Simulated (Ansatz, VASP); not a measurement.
Ag: VASP beside Ansatz

```xyz
5
Lattice="2.9334 0.0000 0.0000 0.0000 4.1484 0.0000 0.0000 0.0000 21.8668" Properties=species:S:1:pos:R:3 pbc="T T T"
Ag    0.0000    0.0000    8.0769
Ag    1.4667    2.0742    9.4233
Ag    0.0000    0.0000   10.9334
Ag    1.4667    2.0742   12.4435
Ag    0.0000    0.0000   13.7899
```

Alike in both runs: task single point; functional PBE; k mesh 14 × 10 × 1; occupations fermi-dirac, width 0.08 eV; no spin polarisation.

```csv
,VASP,Ansatz
version,VASP 6.6.1,Ansatz 0.2.0
potentials or method,"VASP PAW PBE potentials, release 64 (Ag)","PAW with Ansatz's default frozen-core files, scalar-relativistic"
plane-wave cutoff (eV),520,420
valence electrons in the cell,55,95
```

```csv
,VASP,Ansatz,Ansatz less VASP
rms of the force components (eV/Å),0.006,0.004,-0.0016
```

Atom by atom the forces differ by 0.002 eV/Å (rms over components). The functional is the same, so the differences come from potentials, cutoffs and numerics. VASP's potentials hold 55 valence electrons a cell and Ansatz's 95, so a difference there can come from the potentials and not from the codes. Ansatz's warnings: xc potential rough in thin density.
